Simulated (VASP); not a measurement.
A run of VASP 6.6.1:

Contents of INCAR:

```
SYSTEM = Mg4HO8
  PREC = Accurate
  ENCUT = 520
  EDIFF = 1E-7
  ISMEAR = 0
  SIGMA = 0.05
  LREAL = .FALSE.
  LASPH = .TRUE.
  NELM = 80
  ALGO = Normal
  ISIF = 2
  LWAVE = .FALSE.
  LCHARG = .FALSE.
  GGA = CA
  NELECT = 56.0
  NBANDS = 40
```

The input KPOINTS:

```
Automatic mesh
0
G
  6 6 6
  0 0 0
```

File POSCAR:

```
Mg4HO8
1.0
   -3.1159510607     -1.7989951837      3.4255732540
    3.1159510607     -1.7989951837      3.4255732540
    0.0000000000      3.5979903674      3.4255732540
Mg O H
4 8 1
Direct
    0.0000000000      0.0000000000      0.0000000000
    0.5000000000      0.5000000000      0.0000000000
    0.5000000000      0.0000000000      0.5000000000
    0.0000000000      0.5000000000      0.5000000000
    0.4294242759      0.4294242759      0.4294242759
    0.9294242759      0.9294242759      0.4294242759
    0.9294242759      0.4294242759      0.9294242759
    0.4294242759      0.9294242759      0.9294242759
    0.5705757241      0.5705757241      0.5705757241
    0.0705757241      0.0705757241      0.5705757241
    0.0705757241      0.5705757241      0.0705757241
    0.5705757241      0.0705757241      0.0705757241
    1.0000207325      1.0833540658      0.4166873991
```

Potentials or basis: VASP PAW LDA potentials, release 64 (Mg, O, H).

Run with:

```console
$ cat potpaw_LDA.64/Mg/POTCAR potpaw_LDA.64/O/POTCAR potpaw_LDA.64/H/POTCAR > POTCAR
$ mpirun -np 1 vasp_std > vasp.out
```

Hardware: 1 thread of Intel Xeon 8259CL, on a shared host.

Q: How long does it take, and how much memory?

A: Run time: 16 min on 1 thread of Intel Xeon 8259CL, with other jobs on the host, peak memory 0.48 GiB. Counts: scf iterations 15, k points 112.
